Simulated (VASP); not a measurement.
# ZrCrC5 (P4/mmm) in VASP: further runs, part 2 of 2

VASP 6.6.1. Earlier steps stand in the parts before.

## (3) Relaxation of cell and atoms, PBE, collinear spin, ferromagnetic start

This run uses another cell than the first one, of 12.10 Å³/atom, 1.213 times its volume.

Input file INCAR:

```
SYSTEM = ZrCrC5
PREC = Accurate ; ENCUT = 600
EDIFF = 1E-6 ; ISMEAR = 0
SIGMA = 0.2 ; LREAL = .False.
LASPH = .True. ; NELM = 150
ALGO = Normal ; ISIF = 3
LWAVE = .False. ; LCHARG = .False.
ISPIN = 2 ; MAGMOM = 0 3 0 0 0 0 0
LORBIT = 11 ; LMAXMIX = 4
GGA = PE ; IBRION = 2
NSW = 36 ; EDIFFG = -0.08
```

Input file KPOINTS:

```
Automatic mesh
0
Gamma
  4 4 3
  0 0 0
```

Input file POSCAR:

```
ZrCrC5
1.0
    3.7374317800      0.0000000000      0.0000000000
    0.0000000000      3.7374317800      0.0000000000
    0.0000000000      0.0000000000      6.0651556300
Zr Cr C
1 1 5
Direct
    0.0000000000      0.0000000000      0.0000000000
    0.0000000000      0.0000000000      0.5000000000
    0.0000000000      0.5000000000      0.3122606300
    0.0000000000      0.5000000000      0.6877393700
    0.5000000000      0.0000000000      0.3122606300
    0.5000000000      0.0000000000      0.6877393700
    0.5000000000      0.5000000000      0.0000000000
```

Potentials or basis: VASP PAW PBE potentials, release 64 (Zr_sv, Cr_pv, C).

Launch:

```console
$ cat potpaw_PBE.64/Zr_sv/POTCAR potpaw_PBE.64/Cr_pv/POTCAR potpaw_PBE.64/C/POTCAR > POTCAR
$ mpirun -np 1 vasp_std > vasp.out
```

OUTCAR:

```text
SYSTEM = ZrCrC5
   PREC = Accurate
   ENCUT = 600
   EDIFF = 1E-6
   ISMEAR = 0
   LREAL = .False.
   LASPH = .True.
   NELM = 150
   ISIF = 3
   ISPIN = 2
   LORBIT = 11
   GGA = PE
   IBRION = 2
   NSW = 36
   EDIFFG = -0.08

 ion  position               nearest neighbor table
   1  0.000  0.000  0.000-   7 2.64   7 2.64   7 2.64   7 2.64   3 2.66   3 2.66   4 2.66   4 2.66
                             5 2.66   6 2.66   5 2.66   6 2.66   2 3.03   2 3.03
   2  0.000  0.000  0.500-   3 2.19   4 2.19   5 2.19   6 2.19   3 2.19   4 2.19   5 2.19   6 2.19
                             1 3.03   1 3.03
   3  0.000  0.500  0.312-   2 2.19   2 2.19   1 2.66   1 2.66
   4  0.000  0.500  0.688-   2 2.19   2 2.19   1 2.66   1 2.66
   5  0.500  0.000  0.312-   2 2.19   2 2.19   1 2.66   1 2.66
   6  0.500  0.000  0.688-   2 2.19   2 2.19   1 2.66   1 2.66
   7  0.500  0.500  0.000-   1 2.64   1 2.64   1 2.64   1 2.64

  LATTYP: Found a simple tetragonal cell.
[... 1180 lines left out ...]
 cond. band min:       8.1304099757   @ k =   0.0000   0.0000   0.0000
 fundamental gap:      0.0532615769
 Fermi energy:         8.0899370268

 spin component 1

 k-point     1 :       0.0000    0.0000    0.0000
  band No.  band energies     occupation
      1     -41.3696      1.00000
      2     -35.6496      1.00000
      3     -35.6496      1.00000
      4     -35.1241      1.00000
      5     -19.4276      1.00000
      6     -19.2895      1.00000
[... 770 lines left out ...]
  FREE ENERGIE OF THE ION-ELECTRON SYSTEM (eV)
  ---------------------------------------------------
  free  energy   TOTEN  =       -55.2073038037 eV

  energy  without entropy=      -55.1543487773  energy(sigma->0) =      -55.18082629

 reached required accuracy - stopping structural energy minimisation

 total charge

# of ion       s       p       d       tot
------------------------------------------
    1        2.132   5.992   1.498   9.622
    2        0.445   6.614   4.618  11.677
    3        0.900   1.526   0.000   2.426
    4        0.900   1.526   0.000   2.426
    5        0.900   1.526   0.000   2.426
    6        0.900   1.526   0.000   2.426
    7        0.981   1.117   0.000   2.098
--------------------------------------------------
tot          7.156  19.826   6.116  33.099

 magnetization (x)

# of ion       s       p       d       tot
------------------------------------------
    1        0.000   0.000   0.000   0.000
    2        0.000  -0.000   0.000   0.000
    3       -0.000  -0.000   0.000  -0.000
    4       -0.000  -0.000   0.000  -0.000
    5       -0.000  -0.000   0.000  -0.000
    6       -0.000  -0.000   0.000  -0.000
    7        0.000  -0.000   0.000   0.000
--------------------------------------------------
tot          0.000  -0.000   0.000   0.000
```

OSZICAR:

```text
N       E                     dE             d eps       ncg     rms          rms(c)
DAV:   1     0.404916500631E+03    0.40492E+03   -0.24724E+04  1352   0.174E+03
DAV:   2    -0.161025477842E+02   -0.42102E+03   -0.40764E+03  1424   0.430E+02
DAV:   3    -0.562154801697E+02   -0.40113E+02   -0.38664E+02  1992   0.115E+02
[... 255 lines left out ...]
DAV:   3    -0.552104317699E+02   -0.16662E-03   -0.31508E-02  1872   0.134E+00    0.521E-01
DAV:   4    -0.552075828013E+02    0.28490E-02   -0.16011E-02  1812   0.924E-01    0.152E-01
DAV:   5    -0.552072999510E+02    0.28285E-03   -0.15702E-03  1868   0.200E-01    0.818E-02
DAV:   6    -0.552073011855E+02   -0.12345E-05   -0.10922E-04  2128   0.622E-02    0.498E-02
DAV:   7    -0.552073037939E+02   -0.26085E-05   -0.27584E-05  1884   0.355E-02    0.977E-03
DAV:   8    -0.552073038037E+02   -0.97234E-08   -0.42708E-06  1356   0.111E-02
  21 F= -.55207304E+02 E0= -.55180826E+02  d E =-.601266E-02  mag=    -0.0000
```

CONTCAR:

```text
ZrCrC5
   1.00000000000000
     3.7086285250259139   -0.0000000000000000    0.0000000000000001
    -0.0000000000000000    3.7086285250259139   -0.0000000000000000
     0.0000000000000000   -0.0000000000000000    5.0924564527129128
  Zr              Cr              C
     1     1     5
Direct
     0.0000000000000000    0.0000000000000000    0.0000000000000000
     1.0000000000000000    0.0000000000000000    0.5000000000000000
     0.0000000000000000    0.5000000000000000    0.3637845595786340
     0.0000000000000000    0.5000000000000000    0.6362154404213661
     0.5000000000000000    1.0000000000000000    0.3637845595786340
     0.5000000000000000    0.0000000000000000    0.6362154404213661
     0.5000000000000000    0.5000000000000000    0.0000000000000000

  0.00000000E+00  0.00000000E+00  0.00000000E+00
  0.00000000E+00  0.00000000E+00  0.00000000E+00
  0.00000000E+00  0.00000000E+00  0.00000000E+00
  0.00000000E+00  0.00000000E+00  0.00000000E+00
  0.00000000E+00  0.00000000E+00  0.00000000E+00
  0.00000000E+00  0.00000000E+00  0.00000000E+00
  0.00000000E+00  0.00000000E+00  0.00000000E+00
```

Run time: 12 min. Hardware: 1 thread of AMD EPYC 9R45 (Zen 5), shared host; peak memory 0.25 GiB.

What came out:

```yaml
Free_energy: -55.2073 eV
Relaxed_volume: 10.01 Å³/atom
Relaxed_cell: a = 3.709 Å, b = 3.709 Å, c = 5.092 Å, α = 90.00°, β = 90.00°, γ = 90.00°
Space_group_after_relaxing_to_0.05_Å: P4/mmm (No. 123)
Energy_gained_by_relaxing: 674.7 meV/atom
Ionic_steps: 21
Pressure_after_relaxing: -0.5 GPa
Largest_force_after_relaxing: 0.030 eV/Å
Band_gap_on_the_k_mesh: zero (filled and empty bands overlap)
Net_moment: 0.00 μB per cell
Valence_electrons_inside_the_program's_atomic_spheres: Zr 9.62; Cr 11.68; C 2.43, 2.10
```

Forces in eV/Å, atoms in the order of the input:
```
Zr   0.000  0.000  0.000
Cr   0.000  0.000  0.000
C    0.000  0.000 -0.030
C    0.000  0.000  0.030
C    0.000  0.000 -0.030
C    0.000  0.000  0.030
C    0.000  0.000  0.000
```

Stress tensor (GPa, compression positive):
```
-0.29  0.00  0.00
 0.00 -0.29  0.00
 0.00  0.00 -0.90
```

Step by step:
| step | energy change (eV) | largest force (eV/Å) | pressure (GPa) | volume (Å³) |
| --- | --- | --- | --- | --- |
| 1 | 0.0000 | 0.8543 | -35.36 | 84.72 |
| 2 | -1.5352 | 0.6003 | 48.57 | 56.01 |
| 3 | -2.7737 | 0.2283 | -0.73 | 65.40 |
| 4 | -2.7745 | 0.2058 | 0.50 | 65.05 |
| 5 | -2.7841 | 0.1883 | 0.60 | 65.12 |
| 6 | -2.8162 | 0.2526 | 0.94 | 65.33 |
| 7 | -3.0229 | 0.9771 | 1.66 | 65.73 |
| 8 | -4.0671 | 1.7449 | 4.42 | 66.45 |
| 9 | 7.4351 | 47.6408 | 90.53 | 67.53 |
| 10 | -4.0919 | 1.8095 | 3.79 | 66.51 |
| 11 | -4.0133 | 5.7855 | 22.50 | 67.08 |
| 12 | -4.4147 | 1.1135 | 6.52 | 66.70 |
| 13 | -4.5308 | 1.1688 | 12.39 | 66.90 |
| 14 | -4.5429 | 0.3222 | 10.39 | 66.84 |
| 15 | -4.6024 | 0.1237 | 7.44 | 67.55 |
| 16 | -4.6901 | 0.4316 | -0.49 | 69.71 |
| 17 | -4.6925 | 0.5309 | -1.84 | 70.12 |
| 18 | -4.7131 | 0.1080 | -0.98 | 70.19 |
| 19 | -4.7170 | 0.1918 | -0.38 | 70.23 |
| 20 | -4.7191 | 0.1506 | -0.43 | 70.18 |
| 21 | -4.7230 | 0.0304 | -0.49 | 70.04 |

Final structure:
```xyz
7
Lattice="3.7086 0.0000 0.0000 0.0000 3.7086 0.0000 0.0000 0.0000 5.0925" Properties=species:S:1:pos:R:3 pbc="T T T"
Zr    0.0000    0.0000    0.0000
Cr    3.7086    0.0000    2.5462
C     0.0000    1.8543    1.8526
C     0.0000    1.8543    3.2399
C     1.8543    3.7086    1.8526
C     1.8543    0.0000    3.2399
C     1.8543    1.8543    0.0000
```

Caveat: the k points lie up to 0.42 Å⁻¹ apart in the final cell; the starting moments collapsed, and a magnetic state may lie lower; the volume moved by over 15 % at a fixed basis, so the end points are rough; the relaxation stopped at a loose force limit of 0.08 eV/Å, so its end isn't a converged minimum.
